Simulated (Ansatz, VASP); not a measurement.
# One calculation of Ga2SnSe4, two programs

```
CELL_PARAMETERS angstrom
-3.84692 3.84692 3.14549
3.84692 -3.84692 3.14549
3.84692 3.84692 -3.14549
ATOMIC_POSITIONS crystal
Ga 0.00000 0.50000 0.50000
Ga 0.50000 0.00000 0.50000
Sn 0.00000 0.00000 0.00000
Se 0.07704 0.92296 0.50000
Se 0.42296 0.57704 0.50000
Se 0.92296 0.42296 0.84592
Se 0.57704 0.07704 0.15408
```

Change from the starting cell: built by hand: vacancy-ordered TlSe type (I422) (I422, No. 97).

Alike in both runs: functional PBE; k mesh 3 × 3 × 3; occupations gaussian, width 0.15 eV; no spin polarisation.

Ansatz relaxed the structure, and its values are those at the end. VASP's run is a single point on that final structure, the one shown.

```csv
,VASP,Ansatz
version,VASP 6.6.1,Ansatz 0.2.0
potentials or method,"VASP PAW PBE potentials, release 64 (Ga_d, Sn_d, Se), cutoff 520 eV","scalar-relativistic, plane waves, PAW"
valence electrons in the cell,64,104
```

|  | VASP | Ansatz | Ansatz less VASP |
| --- | --- | --- | --- |
| gap on the k mesh at the Fermi level (eV) | 1.38 | 1.38 | +0.002 |
| least direct gap on the mesh (eV) | 1.45 | 1.45 | 0.000 |
| pressure (GPa) | -0.1 | -0.2 | -0.10 |
| rms of the force components (eV/Å) | 0.008 | 0.003 | -0.0047 |

The functional is the same, so the differences come from potentials, cutoffs and numerics. VASP's potentials hold 64 valence electrons a cell and Ansatz's 104, so a difference there can come from the potentials and not from the codes.

The k mesh is coarse, so the values compare programs but aren't converged.
